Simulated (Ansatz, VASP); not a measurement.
# Two plane-wave programs on Sr

```
CELL_PARAMETERS angstrom
4.20949 0.00000 0.00000
-2.10475 3.64553 0.00000
0.00000 0.00000 13.76949
ATOMIC_POSITIONS crystal
Sr 0.00000 0.00000 0.00000
Sr 0.00000 0.00000 0.50000
Sr 0.33333 0.66667 0.25000
Sr 0.66667 0.33333 0.75000
```

Alike in both runs: task single point; functional LDA; k mesh 10 × 10 × 3; occupations fermi-dirac, width 0.1 eV; no spin polarisation.

|  | VASP | Ansatz |
| --- | --- | --- |
| version | VASP 6.6.1 | Ansatz 0.2.0 |
| potentials or method | VASP PAW LDA potentials, release 64 (Sr_sv), cutoff 520 eV | plane waves (420 eV) with PAW, scalar-relativistic |
| valence electrons in the cell | 40 | 40 |

```tsv
	VASP	Ansatz	Ansatz less VASP
pressure (GPa)	-0.9	-0.9	+0.01
```

Ansatz warns that its potentials were made for another functional, while VASP's fit it. LDA's correlation is that of Perdew and Zunger in VASP and of Perdew and Wang (1992) in Ansatz.
